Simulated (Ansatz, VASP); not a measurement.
InAs: VASP beside Ansatz

```
In As
1.0
     4.37484    0.00000    0.00000
     0.00000    6.18695    0.00000
     0.00000    0.00000   20.37480
In As
3 3
Direct
  0.25000 0.08904 0.41183
  0.75000 0.67139 0.50000
  0.25000 0.08903 0.58818
  0.75000 0.86962 0.38044
  0.25000 0.41131 0.50000
  0.75000 0.86961 0.61955
```

Alike in both runs: functional PBE; k mesh 6 × 4 × 1; occupations fermi-dirac, width 0.02 eV; no spin polarisation.

Ansatz relaxed the structure, and its values are those at the end. VASP's run is a single point on that final structure, the one shown.

|  | VASP | Ansatz |
| --- | --- | --- |
| version | VASP 6.6.1 | Ansatz 0.2.0 |
| potentials or method | VASP PAW PBE potentials, release 64 (In_d, As) | PAW with Ansatz's default frozen-core files, scalar-relativistic |
| plane-wave cutoff (eV) | 520 | 420 |
| valence electrons in the cell | 54 | 84 |

```csv
,VASP,Ansatz,Ansatz less VASP
rms of the force components (eV/Å),0.004,0.002,-0.0020
```

The functional is the same, so the differences come from potentials, cutoffs and numerics. VASP's potentials hold 54 valence electrons a cell and Ansatz's 84, so a difference there can come from the potentials and not from the codes. Ansatz's warnings: stress scf threshold loose.
